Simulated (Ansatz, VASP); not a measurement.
Two plane-wave programs on SnO

The input INCAR:

```
PREC = Accurate
ENCUT = 520
EDIFF = 1E-6
ISMEAR = 0
SIGMA = 0.15
LREAL = F
LASPH = T
NELM = 60
ALGO = Fast
ISIF = 2
LWAVE = F
LCHARG = T
GGA = PS
LELF = T
LVHAR = T
NBANDS = 50
```

The input KPOINTS:

```
Automatic mesh
0
Gamma
  10 10 4
```

The input POSCAR:

```
SnO
1.0
   -2.6904553516      2.6904757566      0.0000000000
   -2.6904553516     -2.6904757566      0.0000000000
   -0.5380910703      0.5380951513      9.4948200140
Sn O
4 4
Direct
   -0.0734621460      0.9991897041      0.3713622097
    0.8249172622      0.0008102959      0.8713622097
    0.3734621461      0.5008102959      0.6286377902
    0.4750827379      0.4991897041      0.1286377902
    0.8492202977      0.5007797024      0.7500000000
   -0.0492202976      0.4992202976      0.2500000000
    0.3492202977      0.0007797023      0.7500000000
    0.4507797024      0.9992202976      0.2500000000
```

Input for Ansatz:

```yaml
crystal:
  lattice:
    - [-2.6904553516, 2.6904757566, 0.0]
    - [-2.6904553516, -2.6904757566, 0.0]
    - [-0.5380910703, 0.5380951513, 9.494820014]
  atoms:
    - { symbol: Sn, position: [-0.073462146, 0.9991897041, 0.3713622097] }
    - { symbol: Sn, position: [0.8249172622, 0.0008102959, 0.8713622097] }
    - { symbol: Sn, position: [0.3734621461, 0.5008102959, 0.6286377902] }
    - { symbol: Sn, position: [0.4750827379, 0.4991897041, 0.1286377902] }
    - { symbol: O, position: [0.8492202977, 0.5007797024, 0.75] }
    - { symbol: O, position: [-0.0492202976, 0.4992202976, 0.25] }
    - { symbol: O, position: [0.3492202977, 0.0007797023, 0.75] }
    - { symbol: O, position: [0.4507797024, 0.9992202976, 0.25] }
basis:
  ecutwfc: 420
kpoints:
  mp_grid: { grid: [10, 10, 4] }
hamiltonian:
  xc: pbesol
scf:
  occupations: { method: gaussian, width: 0.15 }
output:
  forces: true
  stress: true
  eigenvalues: true
```

Alike in both runs: task single point; functional PBEsol; k mesh 10 × 10 × 4; occupations gaussian, width 0.15 eV; no spin polarisation.

|  | VASP | Ansatz |
| --- | --- | --- |
| version | VASP 6.6.1 | Ansatz 0.2.0 |
| potentials or method | VASP PAW PBE potentials, release 64 (Sn_d, O), cutoff 520 eV | scalar-relativistic, plane waves, PAW |
| valence electrons in the cell | 80 | 80 |

```tsv
	VASP	Ansatz	Ansatz less VASP
gap on the k mesh at the Fermi level (eV)	none	none	-
pressure (GPa)	0.9	0.7	-0.24
traceless stress, the component that is largest in VASP (GPa)	-1.35	-1.35	-0.001
rms of the force components (eV/Å)	0.103	0.111	+0.0080
```

VASP's potentials were made for PBE, not for PBEsol. Atom by atom the forces differ by 0.034 eV/Å (rms over components). A gap of «none» marks a metal or a gap that the smearing closes. With one functional, cell and mesh, what is left measures potentials, basis and numerics.
